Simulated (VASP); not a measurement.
Wanted: the native input for a VASP 6.6.1 run.

```
Task                   : single point
Functional             : PBE
Potentials or basis    : VASP PAW PBE potentials, release 64 (Li_sv, B)
Cutoff                 : 520 eV
k mesh                 : 2 × 2 × 2
Occupations            : fermi-dirac, width 0.15 eV
Spin                   : no spin polarisation
Dipole correction      : no
Further INCAR settings : LREAL = Auto; ALGO = Normal; EDIFF = 1e-06; NBANDS = 40
```

The structure of Li16B (a cell with a defect) lies in POSCAR:

```
Li16B
1.0
    6.9800000000      0.0000000000      0.0000000000
    0.0000000000      6.9800000000      0.0000000000
    0.0000000000      0.0000000000      6.9800000000
Li B
16 1
Direct
    0.0482091691      0.0583954155      0.1041690544
    0.3315186246      0.0574068768     -0.0450286533
   -0.0787965616      0.4830229226      0.1383237822
    0.1048280802     -0.0415759312      0.5966905444
    0.3507306590      0.2087106017      0.3767908309
    0.5310888252      0.4014040115     -0.1130802292
    0.4708166189     -0.0804584527      0.6848567335
    0.6649426934      0.2330945559      0.1614326648
   -0.3133810888      0.8248137536      0.3841690544
    0.2869197708      0.6373638968      0.3338252149
    0.2589541547      0.5288252149      0.6507163324
    0.9138825215      0.3105300860      0.4914469914
    0.6131088825      0.7842406877     -0.0069914040
    0.8572779370      0.0695415473      0.7825501433
    0.1806876791      0.7839971347      0.9221060172
    0.8422922636      0.6221776504      0.7578080229
    0.0833810888      0.3245702006     -0.1454727794
```

These files were run (other wordings do the same):

INCAR

```
  PREC = Accurate
  ENCUT = 520
  EDIFF = 1E-6
  ISMEAR = -1
  SIGMA = 0.15
  LREAL = Auto
  LASPH = True
  NELM = 80
  ALGO = Normal
  ISIF = 2
  LWAVE = False
  LCHARG = False
  GGA = PE
  NBANDS = 40
```

KPOINTS

```
Automatic mesh
0
Gamma
  2 2 2
```

Potentials or basis: VASP PAW PBE potentials, release 64 (Li_sv, B).

Command:

```console
$ cat potpaw_PBE.64/Li_sv/POTCAR potpaw_PBE.64/B/POTCAR > POTCAR
$ mpirun -np 1 vasp_std > vasp.out
```

It gave:

```
Largest force : 1.633 eV/Å
```

Caveat: the k points lie up to 0.45 Å⁻¹ apart.

Run time: 2.5 min on 1 thread of AMD EPYC 7R43 64-Core Processor (Zen 3) (shared host), peak memory 0.35 GiB.
